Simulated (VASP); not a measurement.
Wanted: the native input for a VASP 6.6.1 run.

| Quantity | Value |
| --- | --- |
| Task | single point |
| Functional | PBEsol |
| Dispersion | D3(BJ) |
| Potentials or basis | VASP PAW PBE potentials, release 64 (P) |
| Cutoff | 520 eV |
| k mesh | 28 × 28 × 28 |
| Occupations | gaussian, width 0.15 eV |
| Spin | no spin polarisation |
| Dipole correction | no |
| Further INCAR settings | ALGO = Normal; EDIFF = 1e-06; NBANDS = 8 |

The structure of P lies in POSCAR:

```
P
1.0
    2.7596085353      0.0000000000      0.0000000000
    0.0000000000      2.7596085353      0.0000000000
    0.0000000000      0.0000000000      1.7938713029
P
1
Direct
    0.0000000000      0.0000000000      0.0000000000
```

This cell differs from its parent crystal: ratio of the length along z to the lengths across it x 0.65, volume and fractional coordinates fixed.

One way to write it, as run:

INCAR

```
SYSTEM = P
ALGO = Normal
EDIFF = 1E-6
ENCUT = 520
GGA = PS
ISIF = 2
ISMEAR = 0
IVDW = 12
LASPH = .True.
LCHARG = .False.
LREAL = .False.
LWAVE = .False.
NBANDS = 8
NELM = 60
PREC = Accurate
SIGMA = 0.15
```

KPOINTS

```
k-points
0
Gamma
  28 28 28
  0 0 0
```

Potentials or basis: VASP PAW PBE potentials, release 64 (P).

Launch:

```console
$ cat potpaw_PBE.64/P/POTCAR > POTCAR
$ mpirun -np 1 vasp_std > vasp.out
```

Results of the run:

The pressure is 69.7 GPa. The dispersion energy per atom is -0.416 eV.

Caveat: the PAW data sets were made with another functional, which shifts forces and pressure a little; pairwise dispersion overbinds metals, which lowers pressure and volume.

Wall time 3 min on 1 thread of AMD EPYC 7R43 64-Core Processor (Zen 3), on a shared host, peak memory 0.24 GiB.
